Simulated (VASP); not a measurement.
# Zn4SeO3 (P3m1) in VASP: notebook

The runs below take Zn4SeO3 through single point, relaxation of cell and atoms, with PBE.

Program: VASP 6.6.1. These are calculated values, not measurements. Logs are shortened: lines on timing, memory, paths and dates and some standing lists are left out, and cuts for length are marked.

### 1 The cell of the first run

It takes space group P3m1 (No. 156, trigonal). The conventional cell has a = 3.468 Å, b = 3.468 Å, c = 11.322 Å, α = 90.00°, β = 90.00°, γ = 120.00°. Zn (site symmetry 3m) has 1 O at 1.97 Å and 3 Se at 2.37 Å within 2.6 Å. Within 2.7 Å of Zn (site symmetry 3m) lie 4 O at 2.01 to 2.07 Å. Zn (site symmetry 3m) has 4 O at 1.99 to 2.08 Å within 2.6 Å. Zn (site symmetry 3m) has 3 O at 2.07 Å and 1 Se at 2.52 Å within 2.7 Å. Se (site symmetry 3m) has 4 Zn at 2.37 to 2.52 Å within 3.1 Å. Within 2.6 Å of O (site symmetry 3m) lie 4 Zn at 1.97 to 2.08 Å. O (site symmetry 3m) has 4 Zn at 2.01 to 2.07 Å within 2.7 Å. Within 2.6 Å of O (site symmetry 3m) lie 4 Zn at 1.99 to 2.07 Å.

### 2 Single point, PBE

File INCAR:

```
  PREC = Accurate
  ENCUT = 520
  EDIFF = 1E-7
  ISMEAR = 0
  SIGMA = 0.15
  LREAL = F
  LASPH = T
  NELM = 80
  ALGO = Normal
  ISIF = 2
  LWAVE = F
  LCHARG = F
  GGA = PE
  NBANDS = 46
```

File KPOINTS:

```
Automatic mesh
0
Gamma
  4 4 1
```

File POSCAR:

```
Zn4SeO3
1.0
    3.4676168267     -0.0000000031      0.0000000000
   -1.7338084107      3.0030442641      0.0000000000
    0.0000000000      0.0000000000     11.3221375551
Zn Se O
4 1 3
Direct
    0.6666666667      0.3333333333      0.1033657785
    0.6666666667      0.3333333333      0.5472649144
    0.0000000000      0.0000000000      0.3257377019
    0.0000000000      0.0000000000      0.7694878199
    0.0000000000      0.0000000000      0.9917688097
    0.6666666667      0.3333333333      0.2774887070
    0.6666666667      0.3333333333      0.7247539136
    0.0000000000      0.0000000000      0.5019333551
```

Potentials or basis: VASP PAW PBE potentials, release 64 (Zn, Se, O).

Launch:

```console
cat potpaw_PBE.64/Zn/POTCAR potpaw_PBE.64/Se/POTCAR potpaw_PBE.64/O/POTCAR > POTCAR
mpirun -np 1 vasp_std > vasp.out
```

OUTCAR:

```text
PREC = Accurate
   ENCUT = 520
   EDIFF = 1E-7
   ISMEAR = 0
   LREAL = F
   LASPH = T
   NELM = 80
   ISIF = 2
   GGA = PE

 ion  position               nearest neighbor table
   1  0.667  0.333  0.103-   6 1.97   5 2.37   5 2.37   5 2.37
   2  0.667  0.333  0.547-   7 2.01   8 2.07   8 2.07   8 2.07
   3  0.000  0.000  0.326-   8 1.99   6 2.08   6 2.08   6 2.08
   4  0.000  0.000  0.769-   7 2.07   7 2.07   7 2.07   5 2.52
   5  0.000  0.000  0.992-   1 2.37   1 2.37   1 2.37   4 2.52
   6  0.667  0.333  0.277-   1 1.97   3 2.08   3 2.08   3 2.08
   7  0.667  0.333  0.725-   2 2.01   4 2.07   4 2.07   4 2.07
   8  0.000  0.000  0.502-   3 1.99   2 2.07   2 2.07   2 2.07

  LATTYP: Found a hexagonal cell.
 ALAT       =     3.4676168267
 C/A-ratio  =     3.2651063024

  Lattice vectors:

 A1 = (   3.4676168267,  -0.0000000031,   0.0000000000)
 A2 = (  -1.7338084107,   3.0030442641,   0.0000000000)
 A3 = (   0.0000000000,   0.0000000000,  11.3221375551)

Analysis of symmetry for initial positions (statically):
=====================================================================
 Subroutine PRICEL returns:
 Original cell was already a primitive cell.

 Routine SETGRP: Setting up the symmetry group for a
 hexagonal supercell.

 Subroutine GETGRP returns: Found  6 space group operations
 (whereof  6 operations were pure point group operations)
 out of a pool of 24 trial point group operations.

The static configuration has the point symmetry C_3v.

Analysis of symmetry for dynamics (positions and initial velocities):
=====================================================================
 Subroutine PRICEL returns:
 Original cell was already a primitive cell.

 Routine SETGRP: Setting up the symmetry group for a
 hexagonal supercell.

 Subroutine GETGRP returns: Found  6 space group operations
 (whereof  6 operations were pure point group operations)
 out of a pool of 24 trial point group operations.

The dynamic configuration has the point symmetry C_3v.

 Subroutine INISYM returns: Found  6 space group operations
 (whereof  6 operations are pure point group operations),
 and found     1 'primitive' translations

----------------------------------------------------------------------------------------

                                     Primitive cell

  volume of cell :     117.9020

  direct lattice vectors                    reciprocal lattice vectors
     3.467616827 -0.000000003  0.000000000     0.288382497  0.166497712  0.000000000
    -1.733808411  3.003044264  0.000000000     0.000000000  0.332995425  0.000000000
[... 84 lines left out ...]
   POTIM  = 0.5000    time-step for ionic-motion
   TEBEG  =    0.0;   TEEND  =   0.0 temperature during run
   PSTRESS=    0.0 pullay stress
   NELECT =      72.0000    total number of electrons
   NUPDOWN=      -1.0000    fix difference up-down
   EMIN   =  10.00;   EMAX   =-10.00  energy-range for DOS
   EFERMI =   0.00;   METHOD = LEGACY
   ISMEAR =     0;   SIGMA  =   0.15  broadening in eV -4-tet -1-fermi 0-gaus
   EFERMI_NEDOS =   21; number of points for ismear=-14 and -15
   IALGO  =     38    algorithm
   IMIX   =      4    mixing-type and parameters
     AMIX     =   0.40;   BMIX     =  1.00
     AMIX_MAG =   1.60;   BMIX_MAG =  1.00
  volume/ion in A,a.u.               =      14.74        99.46
  Fermi-wavevector in a.u.,A,eV,Ry     =   1.388924  2.624686 26.247145  1.929111
  Thomas-Fermi vector in A             =   2.513004
   LORBIT       =      0    0 simple, 1 ext, 2 COOP (PROOUT), +10 PAW based schemes
   GGA     = PE    functional components
   LHFCALC =     F    Hartree Fock is set to
   AEXX    =    0.0000 exact exchange contribution
   IVDW    =     0    specifies the selected vdW correction
   LEPSILON=     F    determine dielectric tensor
   LRPA    =     F    only Hartree local field effects (RPA)
 non-spin polarized calculation
 Gauss-broadening in eV      SIGMA  =   0.15
  energy-cutoff  :      520.00
  volume of cell :      117.90
 maximum number of plane-waves:      3211
 NGX is ok and might be reduce to    28
   NGX = 13   NGY = 13   NGZ = 43

 number of electron      71.9999993 magnetization

 Free energy of the ion-electron system (eV)
  ---------------------------------------------------
  ext. energy  EPLUGINS =         0.00000000
  ---------------------------------------------------
  free energy    TOTEN  =       -31.63690280 eV

  energy without entropy =      -31.62631740  energy(sigma->0) =      -31.63161010

 E-fermi :   3.1757     XC(G=0): -10.3135

 val. band max:        2.3307913242   @ k =   0.2500   0.0000   0.0000
 cond. band min:       3.1756791323   @ k =   0.0000   0.0000   0.0000
 fundamental gap:      0.8448878080
 Fermi energy:         3.1756635431

 k-point     1 :       0.0000    0.0000    0.0000
  band No.  band energies     occupation
      1     -16.6396      2.00000
      2     -16.3262      2.00000
      3     -16.0101      2.00000
      4     -11.4903      2.00000
      5      -4.8529      2.00000
      6      -4.7407      2.00000
[... 185 lines left out ...]
     45       9.8295      0.00000
     46      10.6852      0.00000

------------------------ aborting loop because EDIFF is reached ----------------------------------------

  FORCE on cell =-STRESS in cart. coord.  units (eV):
  Direction    XX          YY          ZZ          XY          YZ          ZX
  --------------------------------------------------------------------------------------
  -------------------------------------------------------------------------------------
  Total        0.3843015      0.3843015      0.4895142     -0.0000000     -0.0000000      0.0000000
  in kB        5.2222945      5.2222945      6.6520366     -0.0000000     -0.0000000      0.0000000
  external PRESSURE =       5.6988752 kB  Pullay stress =       0.0000000 kB

 VOLUME and BASIS-vectors are now :
 -----------------------------------------------------------------------------
  energy-cutoff  :      520.00
  volume of cell :      117.90
      direct lattice vectors                 reciprocal lattice vectors
     3.467616827 -0.000000003  0.000000000     0.288382497  0.166497712  0.000000000
    -1.733808411  3.003044264  0.000000000     0.000000000  0.332995425  0.000000000
     0.000000000  0.000000000 11.322137555     0.000000000  0.000000000  0.088322545

 POSITION                                       TOTAL-FORCE (eV/Angst)
 -----------------------------------------------------------------------------------
      1.73381      1.00101      1.17032         0.000000     -0.000000     -0.047908
      1.73381      1.00101      6.19621         0.000000     -0.000000     -0.012287
      0.00000      0.00000      3.68805         0.000000     -0.000000     -0.051598
      0.00000      0.00000      8.71225        -0.000000      0.000000      0.032403
      0.00000      0.00000     11.22894        -0.000000      0.000000     -0.014525
      1.73381      1.00101      3.14177        -0.000000      0.000000      0.055701
      1.73381      1.00101      8.20576        -0.000000      0.000000      0.006687
      0.00000      0.00000      5.68296        -0.000000     -0.000000      0.031526
 -----------------------------------------------------------------------------------
    total drift:                               -0.000004      0.000002     -0.000848

  FREE ENERGIE OF THE ION-ELECTRON SYSTEM (eV)
  ---------------------------------------------------
  free  energy   TOTEN  =       -31.6369027958 eV

  energy  without entropy=      -31.6263174040  energy(sigma->0) =      -31.63161010
```

Wall time 34 s (1 thread of Intel Xeon Platinum 8488C (Sapphire Rapids), shared host); peak memory 0.24 GiB.

What came out:

* Free energy: -31.6369 eV
* Pressure: 0.6 GPa
* Largest force: 0.056 eV/Å
* Band gap on the k mesh: zero (filled and empty bands touch)

Forces in eV/Å, atoms in the order of the input:
```
Zn   0.000  0.000 -0.048
Zn   0.000  0.000 -0.012
Zn   0.000  0.000 -0.052
Zn   0.000  0.000  0.032
Se   0.000  0.000 -0.015
O    0.000  0.000  0.056
O    0.000  0.000  0.007
O    0.000  0.000  0.032
```

Caveat: the k points lie up to 0.55 Å⁻¹ apart.

### 3 Relaxation of cell and atoms, PBE

This run uses another cell than the first one, of 11.94 Å³/atom, 0.810 times its volume.

File INCAR:

```
PREC     = Accurate       # precision mode
ENCUT    = 600            # plane-wave cutoff, eV
EDIFF    = 1E-6           # SCF threshold, eV
ISMEAR   = 0              # smearing method
SIGMA    = 0.15           # smearing width, eV
LREAL    = F              # projectors in reciprocal space
LASPH    = T              # aspherical terms in the spheres
NELM     = 60             # most SCF steps
ALGO     = Normal         # electronic algorithm
ISIF     = 3              # what is computed and relaxed
LWAVE    = F              # write WAVECAR
LCHARG   = F              # write CHGCAR
GGA      = PE             # functional
IBRION   = 2              # ionic algorithm
NSW      = 36             # ionic steps
EDIFFG   = -0.08          # ionic threshold
```

KPOINTS is that of step 2.

File POSCAR:

```
Zn4SeO3
1.0
    3.2298591100      0.0000000000      0.0000000000
   -1.6149295500      2.7971400400      0.0000000000
    0.0000000000      0.0000000000     10.5771083500
Zn Se O
4 1 3
Direct
    0.6666666700      0.3333333300      0.0799630000
    0.6666666700      0.3333333300      0.5559650100
    0.0000000000      0.0000000000      0.3164359900
    0.0000000000      0.0000000000      0.7951790100
    0.0000000000      0.0000000000      0.9985340200
    0.6666666700      0.3333333300      0.2594910000
    0.6666666700      0.3333333300      0.7380089800
    0.0000000000      0.0000000000      0.4982239900
```

Potentials or basis: VASP PAW PBE potentials, release 64 (Zn, Se, O).

Launch:

```console
cat potpaw_PBE.64/Zn/POTCAR potpaw_PBE.64/Se/POTCAR potpaw_PBE.64/O/POTCAR > POTCAR
mpirun -np 1 vasp_std > vasp.out
```

OUTCAR:

```text
PREC = Accurate
   ENCUT = 600
   EDIFF = 1E-6
   ISMEAR = 0
   LREAL = F
   LASPH = T
   NELM = 60
   ISIF = 3
   GGA = PE
   IBRION = 2
   NSW = 36
   EDIFFG = -0.08

 ion  position               nearest neighbor table
   1  0.667  0.333  0.080-   6 1.90   5 2.05   5 2.05   5 2.05
   2  0.667  0.333  0.556-   7 1.93   8 1.96   8 1.96   8 1.96
   3  0.000  0.000  0.316-   8 1.92   6 1.96   6 1.96   6 1.96
   4  0.000  0.000  0.795-   7 1.96   7 1.96   7 1.96   5 2.15
   5  0.000  0.000  0.999-   1 2.05   1 2.05   1 2.05   4 2.15
   6  0.667  0.333  0.259-   1 1.90   3 1.96   3 1.96   3 1.96
   7  0.667  0.333  0.738-   2 1.93   4 1.96   4 1.96   4 1.96
   8  0.000  0.000  0.498-   3 1.92   2 1.96   2 1.96   2 1.96

  LATTYP: Found a hexagonal cell.
 ALAT       =     3.2298591100
 C/A-ratio  =     3.2747893917

  Lattice vectors:

 A1 = (   3.2298591100,   0.0000000000,   0.0000000000)
[... 483 lines left out ...]
  energy  without entropy=      -31.3156117965  energy(sigma->0) =      -31.32090107

[... ionic steps 4 to 8 ...]

--------------------------------------- Ionic step        9  -------------------------------------------

 number of electron      71.9999976 magnetization

------------------------ aborting loop because EDIFF is reached ----------------------------------------
[... 79 lines left out ...]
--------------------------------------- Ionic step       11  -------------------------------------------

 number of electron      71.9999983 magnetization

 Free energy of the ion-electron system (eV)
  ---------------------------------------------------
  ext. energy  EPLUGINS =         0.00000000
  ---------------------------------------------------
  free energy    TOTEN  =       -31.62043101 eV

  energy without entropy =      -31.60983361  energy(sigma->0) =      -31.61513231

 E-fermi :   3.1669     XC(G=0): -10.2940

 val. band max:        2.3213703921   @ k =   0.2500   0.0000   0.0000
 cond. band min:       3.1669653205   @ k =   0.0000   0.0000   0.0000
 fundamental gap:      0.8455949284
 Fermi energy:         3.1669193586

 k-point     1 :       0.0000    0.0000    0.0000
  band No.  band energies     occupation
      1     -16.6179      2.00000
      2     -16.3350      2.00000
      3     -16.0343      2.00000
      4     -11.5201      2.00000
      5      -4.8635      2.00000
      6      -4.7476      2.00000
[... 208 lines left out ...]
  FREE ENERGIE OF THE ION-ELECTRON SYSTEM (eV)
  ---------------------------------------------------
  free  energy   TOTEN  =       -31.6204310051 eV

  energy  without entropy=      -31.6098336062  energy(sigma->0) =      -31.61513231

 reached required accuracy - stopping structural energy minimisation
```

CONTCAR:

```text
Zn4SeO3
   1.00000000000000
     3.4622502710782754    0.0000000003974442    0.0000000000000000
    -1.7311251298351864    2.9983966889300242    0.0000000000000000
     0.0000000000000000   -0.0000000000000000   11.4038256098315340
  Zn              Se              O
     4     1     3
Direct
     0.6666666699999979    0.3333333300000021    0.1029625299000945
     0.6666666699999979    0.3333333300000021    0.5484635798327064
     0.0000000000000000    0.0000000000000000    0.3260018184617114
     0.0000000000000000    1.0000000000000000    0.7704571605626129
     1.0000000000000000    1.0000000000000000    0.9909197415222745
     0.6666666699999979    0.3333333300000021    0.2769459982053331
     0.6666666699999979    0.3333333300000021    0.7246613303409752
     0.0000000000000000    0.0000000000000000    0.5013888411742945

  0.00000000E+00  0.00000000E+00  0.00000000E+00
  0.00000000E+00  0.00000000E+00  0.00000000E+00
  0.00000000E+00  0.00000000E+00  0.00000000E+00
  0.00000000E+00  0.00000000E+00  0.00000000E+00
  0.00000000E+00  0.00000000E+00  0.00000000E+00
  0.00000000E+00  0.00000000E+00  0.00000000E+00
  0.00000000E+00  0.00000000E+00  0.00000000E+00
  0.00000000E+00  0.00000000E+00  0.00000000E+00
```

Run time: 4.5 min. Hardware: 1 thread of Intel Xeon Platinum 8488C (Sapphire Rapids), shared host; peak memory 0.26 GiB.

Results:

- Free energy: -31.6204 eV
- Relaxed volume: 14.80 Å³/atom
- Relaxed cell: a = 3.462 Å, b = 3.462 Å, c = 11.404 Å, α = 90.00°, β = 90.00°, γ = 120.00°
- Space group after relaxing (to 0.05 Å): P3m1 (No. 156)
- Energy gained by relaxing: 416.5 meV/atom
- Ionic steps: 11
- Pressure after relaxing: 0.1 GPa
- Largest force after relaxing: 0.080 eV/Å
- Band gap on the k mesh: zero (filled and empty bands touch)

Forces in eV/Å, atoms in the order of the input:
```
Zn   0.000  0.000  0.034
Zn   0.000  0.000 -0.080
Zn   0.000  0.000 -0.022
Zn   0.000  0.000  0.001
Se   0.000  0.000  0.050
O    0.000  0.000 -0.055
O    0.000  0.000  0.028
O    0.000  0.000  0.044
```

Stress tensor (GPa, compression positive):
```
 0.35  0.00  0.00
 0.00  0.35  0.00
 0.00  0.00 -0.36
```

The path:
```csv
step,energy change (eV),largest force (eV/Å),pressure (GPa),volume (Å³)
1,0.0000,5.1604,40.24,95.56
2,-1.8201,1.7898,-12.33,143.34
3,-3.0374,1.3905,-0.62,120.47
4,-3.0382,1.4108,-0.15,119.94
5,-3.1693,0.7302,-1.03,120.57
6,-3.1795,0.9939,-1.25,120.82
7,-3.2681,0.4467,-0.15,119.14
8,-3.2955,0.5227,1.31,117.40
9,-3.3240,0.2746,-0.28,118.80
10,-3.3241,0.2810,-0.36,118.88
11,-3.3316,0.0798,0.12,118.39
```

Final structure:
```yaml
crystal:
  lattice:
    - [3.46225, 0.00000, 0.00000]
    - [-1.73113, 2.99840, 0.00000]
    - [0.00000, 0.00000, 11.40383]
  atoms:
    - { symbol: Zn, position: [0.66667, 0.33333, 0.10296] }
    - { symbol: Zn, position: [0.66667, 0.33333, 0.54846] }
    - { symbol: Zn, position: [0.00000, 0.00000, 0.32600] }
    - { symbol: Zn, position: [0.00000, 0.00000, 0.77046] }
    - { symbol: Se, position: [0.00000, 0.00000, 0.99092] }
    - { symbol: O, position: [0.66667, 0.33333, 0.27695] }
    - { symbol: O, position: [0.66667, 0.33333, 0.72466] }
    - { symbol: O, position: [0.00000, 0.00000, 0.50139] }
```

Caveat: the k points lie up to 0.55 Å⁻¹ apart in the final cell; the volume moved by over 15 % at a fixed basis, so the end points are rough; the relaxation stopped at a loose force limit of 0.08 eV/Å, so its end isn't a converged minimum.
